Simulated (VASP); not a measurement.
# BiTe (I4/mmm) in VASP: single point with PBEsol

Aim: the single point of BiTe with PBEsol.

Program: VASP 6.6.1. These are calculated values, not measurements. Logs are shortened: lines on timing, memory, paths and dates and some standing lists are left out, and cuts for length are marked.

### 1 The cell of the first run

The structure is tetragonal, space group I4/mmm (No. 139). Conventional cell: a = 4.644 Å, b = 4.644 Å, c = 6.276 Å, α = 90.00°, β = 90.00°, γ = 90.00°. Within 4.1 Å of Bi (site symmetry 4/mmm) lie 6 Te at 3.14 to 3.28 Å. Within 4.1 Å of Te (site symmetry 4/mmm) lie 6 Bi at 3.14 to 3.28 Å.

### 2 Single point, PBEsol (strain +0.015 along x and y, -0.030 along z)

INCAR

```
SYSTEM = BiTe
PREC     = Accurate       ! precision mode
ENCUT    = 520            ! plane-wave cutoff, eV
EDIFF    = 1E-7           ! SCF threshold, eV
ISMEAR   = 0              ! smearing method
SIGMA    = 0.15           ! smearing width, eV
LREAL    = .False.        ! projectors in reciprocal space
LASPH    = .True.         ! aspherical terms in the spheres
NELM     = 80             ! most SCF steps
ALGO     = Normal         ! electronic algorithm
ISIF     = 2              ! what is computed and relaxed
LWAVE    = .False.        ! write WAVECAR
LCHARG   = .False.        ! write CHGCAR
GGA      = PS             ! functional
NBANDS   = 18             ! bands
```

KPOINTS

```
regular mesh
0
Gamma
  14 14 14
  0 0 0
```

POSCAR

```
BiTe
1.0
    0.0000000000      3.2835250000      3.1379500000
    3.2835250000      0.0000000000      3.1379500000
    3.2835250000      3.2835250000      0.0000000000
Bi Te
1 1
Direct
    0.0000000000      0.0000000000      0.0000000000
    0.5000000000      0.5000000000      0.5000000000
```

Potentials or basis: VASP PAW PBE potentials, release 64 (Bi_d, Te).

On the command line:

```console
> cat potpaw_PBE.64/Bi_d/POTCAR potpaw_PBE.64/Te/POTCAR > POTCAR
> mpirun -np 1 vasp_std > vasp.out
```

OUTCAR:

```text
SYSTEM = BiTe
   PREC = Accurate
   ENCUT = 520
   EDIFF = 1E-7
   ISMEAR = 0
   LREAL = .False.
   LASPH = .True.
   NELM = 80
   ISIF = 2
   GGA = PS

 ion  position               nearest neighbor table
   1  0.000  0.000  0.000-   2 3.14   2 3.14   2 3.28   2 3.28   2 3.28   2 3.28
   2  0.500  0.500  0.500-   1 3.14   1 3.14   1 3.28   1 3.28   1 3.28   1 3.28

  LATTYP: Found a body centered tetragonal cell.
 ALAT       =     4.6436055874
 C/A-ratio  =     1.3515144389

  Lattice vectors:

 A1 = (   0.0000000000,  -3.2835250000,  -3.1379500000)
 A2 = (   0.0000000000,   3.2835250000,  -3.1379500000)
 A3 = (   3.2835250000,   0.0000000000,   3.1379500000)

Analysis of symmetry for initial positions (statically):
=====================================================================
 Subroutine PRICEL returns:
 Original cell was already a primitive cell.

 Routine SETGRP: Setting up the symmetry group for a
 body centered tetragonal supercell.

 Subroutine GETGRP returns: Found 16 space group operations
 (whereof 16 operations were pure point group operations)
 out of a pool of 16 trial point group operations.

The static configuration has the point symmetry D_4h.

Analysis of symmetry for dynamics (positions and initial velocities):
=====================================================================
 Subroutine PRICEL returns:
 Original cell was already a primitive cell.

 Routine SETGRP: Setting up the symmetry group for a
 body centered tetragonal supercell.

 Subroutine GETGRP returns: Found 16 space group operations
 (whereof 16 operations were pure point group operations)
 out of a pool of 16 trial point group operations.

The dynamic configuration has the point symmetry D_4h.

 Subroutine INISYM returns: Found 16 space group operations
 (whereof 16 operations are pure point group operations),
 and found     1 'primitive' translations

----------------------------------------------------------------------------------------

                                     Primitive cell

  volume of cell :      67.6638

  direct lattice vectors                    reciprocal lattice vectors
     0.000000000  3.283525000  3.137950000    -0.152275375  0.152275375  0.159339696
     3.283525000  0.000000000  3.137950000     0.152275375 -0.152275375  0.159339696
     3.283525000  3.283525000  0.000000000     0.152275375  0.152275375 -0.159339696

  length of vectors
     4.541835161  4.541835161  4.643605587     0.267889377  0.267889377  0.267889377

  position of ions in fractional coordinates (direct lattice)
     0.000000000  0.000000000  0.000000000
     0.500000000  0.500000000  0.500000000

  ion indices of the primitive-cell ions
   primitive index   ion index
                 1           1
                 2           2

----------------------------------------------------------------------------------------

 KPOINTS: regular mesh

Automatic generation of k-mesh.
 Grid dimensions read from file:
 generate k-points for:   14   14   14

 Generating k-lattice:

  Cartesian coordinates                     Fractional coordinates (reciprocal lattice)
    -0.010876812  0.010876812  0.011381407     0.071428571 -0.000000000  0.000000000
     0.010876812 -0.010876812  0.011381407    -0.000000000  0.071428571  0.000000000
     0.010876812  0.010876812 -0.011381407     0.000000000  0.000000000  0.071428571

  Length of vectors
     0.019134956  0.019134956  0.019134956

  Shift w.r.t. Gamma in fractional coordinates (k-lattice)
     0.000000000  0.000000000  0.000000000

 Subroutine IBZKPT returns following result:
 ===========================================

 Found    244 irreducible k-points:

 Following reciprocal coordinates:
            Coordinates               Weight
  0.000000  0.000000  0.000000      1.000000
  0.071429  0.000000  0.000000      8.000000
  0.142857  0.000000  0.000000      8.000000
  0.214286  0.000000  0.000000      8.000000
  0.285714  0.000000  0.000000      8.000000
  0.357143  0.000000  0.000000      8.000000
[... 16 lines left out ...]
  0.214286  0.142857  0.000000      8.000000
  0.285714  0.142857  0.000000      8.000000
 [... further k-points ...]
   k-points           NKPTS =    244   k-points in BZ     NKDIM =    244   number of bands    NBANDS=     18
   number of dos      NEDOS =    301   number of ions     NIONS =      2
   total plane-waves  NPLWV =  46656
   dimension x,y,z NGX =    36 NGY =   36 NGZ =   36
   dimension x,y,z NGXF=    72 NGYF=   72 NGZF=   72
   ions per type =               1   1
   NGX,Y,Z   is equivalent  to a cutoff of  13.18, 13.18, 12.89 a.u.
   NGXF,Y,Z  is equivalent  to a cutoff of  26.35, 26.35, 25.78 a.u.
 SYSTEM =  BiTe
   PREC   = accura    normal or accurate (medium, high low for compatibility)
   ISTART =      0    job   : 0-new  1-cont  2-samecut
   ICHARG =      2    charge: 1-file 2-atom 10-const
   ISPIN  =      1    spin polarized calculation?
   LNONCOLLINEAR =      F non collinear calculations
   LSORBIT =      F    spin-orbit coupling
   LASPH  =      T    aspherical Exc in radial PAW
   ENCUT  =  520.0 eV  38.22 Ry    6.18 a.u.   8.44  8.44  8.63*2*pi/ulx,y,z
   NELM   =     80;   NELMIN=  2; NELMDL= -5     # of ELM steps
   EDIFF  = 0.1E-06   stopping-criterion for ELM
   LREAL  =      F    real-space projection
   EDIFFG = 0.1E-05   stopping-criterion for IOM
   NSW    =      0    number of steps for IOM
   IBRION =     -1    ionic relax: 0-MD 1-quasi-New 2-CG
   NFREE  =      0    steps in history (QN), initial steepest desc. (CG)
   ISIF   =      2    stress and relaxation
   ISYM   =      2    0-nonsym 1-usesym 2-fastsym
   POTIM  = 0.5000    time-step for ionic-motion
   TEBEG  =    0.0;   TEEND  =   0.0 temperature during run
   PSTRESS=    0.0 pullay stress
   NELECT =      21.0000    total number of electrons
   NUPDOWN=      -1.0000    fix difference up-down
   EMIN   =  10.00;   EMAX   =-10.00  energy-range for DOS
   EFERMI =   0.00;   METHOD = LEGACY
   ISMEAR =     0;   SIGMA  =   0.15  broadening in eV -4-tet -1-fermi 0-gaus
   EFERMI_NEDOS =   21; number of points for ismear=-14 and -15
   IALGO  =     38    algorithm
   IMIX   =      4    mixing-type and parameters
     AMIX     =   0.40;   BMIX     =  1.00
     AMIX_MAG =   1.60;   BMIX_MAG =  1.00
  volume/ion in A,a.u.               =      33.83       228.31
  Fermi-wavevector in a.u.,A,eV,Ry     =   1.108398  2.094568 16.715383  1.228546
  Thomas-Fermi vector in A             =   2.244925
   LORBIT       =      0    0 simple, 1 ext, 2 COOP (PROOUT), +10 PAW based schemes
   GGA     = PS    functional components
   LHFCALC =     F    Hartree Fock is set to
   AEXX    =    0.0000 exact exchange contribution
   IVDW    =     0    specifies the selected vdW correction
   LEPSILON=     F    determine dielectric tensor
   LRPA    =     F    only Hartree local field effects (RPA)
 non-spin polarized calculation
 Gauss-broadening in eV      SIGMA  =   0.15
  energy-cutoff  :      520.00
  volume of cell :       67.66
 maximum number of plane-waves:      1847
 NGX is ok and might be reduce to    36
   NGX = 17   NGY = 17   NGZ = 17

 number of electron      20.9999997 magnetization

 Free energy of the ion-electron system (eV)
  ---------------------------------------------------
  ext. energy  EPLUGINS =         0.00000000
  ---------------------------------------------------
  free energy    TOTEN  =        -7.95807976 eV

  energy without entropy =       -7.94168526  energy(sigma->0) =       -7.94988251

 E-fermi :   6.4887     XC(G=0):  -9.5944

 val. band max:        6.4866043564   @ k =  -0.2857   0.2143   0.1429
 cond. band min:       6.4922733025   @ k =   0.2857   0.0000   0.0000
 fundamental gap:      0.0056689461
 Fermi energy:         6.4887149346

 k-point     1 :       0.0000    0.0000    0.0000
  band No.  band energies     occupation
      1     -16.5860      2.00000
      2     -16.5717      2.00000
      3     -16.5717      2.00000
      4     -16.5541      2.00000
      5     -16.5499      2.00000
      6      -7.0599      2.00000
[... 10 lines left out ...]
     17      12.2237      0.00000
     18      12.8650      0.00000

 k-point     2 :       0.0714    0.0000    0.0000
  band No.  band energies     occupation
      1     -16.5862      2.00000
      2     -16.5715      2.00000
      3     -16.5714      2.00000
      4     -16.5542      2.00000
      5     -16.5498      2.00000
      6      -7.0142      2.00000
[... 10 lines left out ...]
     17      12.5340      0.00000
     18      13.1224      0.00000

 k-point     3 :       0.1429    0.0000    0.0000
  band No.  band energies     occupation
      1     -16.5869      2.00000
      2     -16.5709      2.00000
      3     -16.5707      2.00000
      4     -16.5543      2.00000
      5     -16.5494      2.00000
      6      -6.8774      2.00000
[... 10 lines left out ...]
     17      13.3084      0.00000
     18      13.8038      0.00000

 k-point     4 :       0.2143    0.0000    0.0000
  band No.  band energies     occupation
      1     -16.5878      2.00000
      2     -16.5701      2.00000
      3     -16.5697      2.00000
      4     -16.5543      2.00000
      5     -16.5488      2.00000
      6      -6.6517      2.00000
[... 375 lines left out ...]
      4     -16.5530      2.00000
      5     -16.5507      2.00000
      6      -6.7880      2.00000
[... 10 lines left out ...]
     17      12.5184      0.00000
     18      13.1021      0.00000

 k-point    23 :       0.2143    0.1429    0.0000
  band No.  band energies     occupation
      1     -16.5899      2.00000
      2     -16.5685      2.00000
      3     -16.5685      2.00000
      4     -16.5526      2.00000
      5     -16.5509      2.00000
      6      -6.6098      2.00000
[... 10 lines left out ...]
     17      12.9697      0.00000
     18      13.4841      0.00000

 k-point    24 :       0.2857    0.1429    0.0000
  band No.  band energies     occupation
      1     -16.5913      2.00000
      2     -16.5675      2.00000
      3     -16.5675      2.00000
      4     -16.5522      2.00000
      5     -16.5506      2.00000
      6      -6.3461      2.00000
[... 10 lines left out ...]
     17      13.8216      0.00000
     18      14.2832      0.00000

 [... further k-points ...]

------------------------ aborting loop because EDIFF is reached ----------------------------------------

  FORCE on cell =-STRESS in cart. coord.  units (eV):
  Direction    XX          YY          ZZ          XY          YZ          ZX
  --------------------------------------------------------------------------------------
  -------------------------------------------------------------------------------------
  Total       -1.1883287     -1.1883287      0.4728508      0.0000000     -0.0000000     -0.0000000
  in kB      -28.1378235    -28.1378235     11.1963913      0.0000000     -0.0000000     -0.0000000
  external PRESSURE =     -15.0264186 kB  Pullay stress =       0.0000000 kB

 VOLUME and BASIS-vectors are now :
 -----------------------------------------------------------------------------
  energy-cutoff  :      520.00
  volume of cell :       67.66
      direct lattice vectors                 reciprocal lattice vectors
     0.000000000  3.283525000  3.137950000    -0.152275375  0.152275375  0.159339696
     3.283525000  0.000000000  3.137950000     0.152275375 -0.152275375  0.159339696
     3.283525000  3.283525000  0.000000000     0.152275375  0.152275375 -0.159339696

 POSITION                                       TOTAL-FORCE (eV/Angst)
 -----------------------------------------------------------------------------------
      0.00000      0.00000      0.00000         0.000000     -0.000000      0.000000
      3.28353      3.28353      3.13795        -0.000000      0.000000      0.000000
 -----------------------------------------------------------------------------------
    total drift:                               -0.000000      0.000000      0.000000

  FREE ENERGIE OF THE ION-ELECTRON SYSTEM (eV)
  ---------------------------------------------------
  free  energy   TOTEN  =        -7.9580797575 eV

  energy  without entropy=       -7.9416852573  energy(sigma->0) =       -7.94988251
```

Run time: 4.8 min. Hardware: 1 thread of Intel Xeon 6975P-C, shared host; peak memory 0.43 GiB.

What came out:

| Quantity | Value |
| --- | --- |
| Free energy | -7.9581 eV |
| Pressure | -1.5 GPa |

Stress tensor (GPa, compression positive):
```
-2.81  0.00  0.00
 0.00 -2.81  0.00
 0.00  0.00  1.12
```

Caveat: the cell differs from its parent crystal (strain +0.015 along x and y, -0.030 along z); the PAW data sets were made with another functional, which shifts forces and pressure a little; spin-orbit coupling is left out, which moves the levels of the heavy elements.
